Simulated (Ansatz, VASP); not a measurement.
## Se in VASP and in Ansatz

```
Se
1.0
     4.45183    0.00000    0.00000
    -2.22592    3.85540    0.00000
     0.00000    0.00000    5.05075
Se
3
Cartesian
  1.7242 2.9864 0.0000
  -0.5017 0.8690 3.3672
  1.0034 0.0000 1.6836
```

Alike in both runs: task single point; functional revPBE; k mesh 7 × 7 × 6; occupations fermi-dirac, width 0.05 eV; no spin polarisation.

|  | VASP | Ansatz |
| --- | --- | --- |
| version | VASP 6.6.1 | Ansatz 0.2.0 |
| potentials or method | VASP PAW PBE potentials, release 64 (Se) | Ansatz PAW |
| plane-wave cutoff (eV) | 520 | 420 |
| valence electrons in the cell | 18 | 48 |

Ansatz gave:

```
gap on the k mesh at the Fermi level (eV)                     : 1.20
least direct gap on the mesh (eV)                             : 1.43
pressure (GPa)                                                : 0.8
traceless stress, the component that is largest in VASP (GPa) : -0.08
rms of the force components (eV/Å)                            : 0.102
```

Q: What did VASP give for the same quantities?

A: gap on the k mesh at the Fermi level (eV): 1.19; least direct gap on the mesh (eV): 1.43; pressure (GPa): 0.9; traceless stress, the component that is largest in VASP (GPa): -0.06; rms of the force components (eV/Å): 0.091.

VASP's potentials were made for PBE, not for revPBE. Atom by atom the forces differ by 0.011 eV/Å (rms over components). The functional is the same, so the differences come from potentials, cutoffs and numerics. VASP's potentials hold 18 valence electrons a cell and Ansatz's 48, so a difference there can come from the potentials and not from the codes.

Noted on Ansatz's run: odd divisions of the mesh miss points on the zone boundary, where band edges often lie, so the gap on the mesh can be too wide.
